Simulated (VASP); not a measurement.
Ga, 2 atoms in the cell. It takes space group C2/c (No. 15, monoclinic). Conventional cell: a = 2.766 Å, b = 8.053 Å, c = 3.332 Å, α = 90.00°, β = 92.02°, γ = 90.00°. Ga (site symmetry 2) has 10 Ga at 2.69 to 3.33 Å within 3.5 Å. 

```yaml
Program: VASP 6.6.1
Task: single point
Functional: PBE
Potentials_or_basis: VASP PAW PBE potentials, release 64 (Ga_d)
Cutoff: 520 eV
k_mesh: 10 × 10 × 8
Occupations: gaussian, width 0.021 eV
Spin: no spin polarisation
Dipole_correction: no
Further_INCAR_settings: ALGO = Fast; EDIFF = 1e-06; NBANDS = 20
```

Potentials or basis: VASP PAW PBE potentials, release 64 (Ga_d).

Run with:

```bash
$ cat potpaw_PBE.64/Ga_d/POTCAR > POTCAR
$ mpirun -np 1 vasp_std > vasp.out
```

Hardware: 1 thread of Intel(R) Xeon(R) Platinum 8488C (Sapphire Rapids), with other jobs on the host.

**Question.** How long does it take, and how much memory?

**Answer.** It took 2.8 min on 1 thread of Intel(R) Xeon(R) Platinum 8488C (Sapphire Rapids), on a shared host, peak memory 0.26 GiB. Counts: scf iterations 12, k points 227.
